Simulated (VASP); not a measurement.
Wanted: the native input for a VASP 6.6.1 run.

```yaml
Task: single point
Functional: HSE06
Potentials_or_basis: VASP PAW PBE potentials, release 64 (Li_sv, H)
Cutoff: 520 eV
k_mesh: 8 × 8 × 8
Occupations: gaussian, width 0.01 eV
Spin: no spin polarisation
Dipole_correction: no
Grid_for_exact_exchange_PRECFOCK: Normal
Further_INCAR_settings: ALGO = Normal; EDIFF = 1e-06; NBANDS = 9
Share_of_exact_exchange: 0.25
Screening_parameter: 0.2079 1/Å
```

LiH:

```
Li H
1.0
     0.00000    1.94290    1.94290
     1.94290    0.00000    1.94290
     1.94290    1.94290    0.00000
Li H
1 1
Direct
  0.00000 0.00000 0.00000
  0.50000 0.50000 0.50000
```

This cell differs from its parent crystal: strain -3.0%.

The input as run:

POSCAR

```
LiH
1.0
    0.0000000000      1.9429049959      1.9429049959
    1.9429049959      0.0000000000      1.9429049959
    1.9429049959      1.9429049959      0.0000000000
Li H
1 1
Direct
    0.0000000000      0.0000000000      0.0000000000
    0.5000000000      0.5000000000      0.5000000000
```

INCAR.step1

```
SYSTEM = LiH
PREC = Accurate
ENCUT = 520
EDIFF = 1E-5
ISMEAR = 0
SIGMA = 0.01
LREAL = .FALSE.
LASPH = .TRUE.
NELM = 80
ALGO = Normal
ISIF = 2
LWAVE = .TRUE.
LCHARG = .FALSE.
NBANDS = 9
GGA = PE
```

INCAR.step2

```
SYSTEM = LiH
PREC = Accurate
ENCUT = 520
EDIFF = 1E-6
ISMEAR = 0
SIGMA = 0.01
LREAL = .FALSE.
LASPH = .TRUE.
NELM = 80
ALGO = Normal
ISIF = 2
LWAVE = .FALSE.
LCHARG = .FALSE.
GGA = PE
LHFCALC = .TRUE.
HFSCREEN = 0.2079
PRECFOCK = Normal
NBANDS = 9
ISTART = 1
```

KPOINTS

```
Automatic mesh
0
G
  8 8 8
  0 0 0
```

Potentials or basis: VASP PAW PBE potentials, release 64 (Li_sv, H).

Command:

```sh
$ cat potpaw_PBE.64/Li_sv/POTCAR potpaw_PBE.64/H/POTCAR > POTCAR
$ cp INCAR.step1 INCAR
$ mpirun -np 1 vasp_std > vasp.out
$ cp INCAR.step2 INCAR
$ mpirun -np 1 vasp_std > vasp.out
```

Results of the run:

```
Band gap on the k mesh : 3.91 eV
```

Caveat: the cell differs from its parent crystal (strain -3.0%).

Wall time 5.8 min on 1 thread of Intel Xeon 8259CL (shared host), peak memory 0.23 GiB.
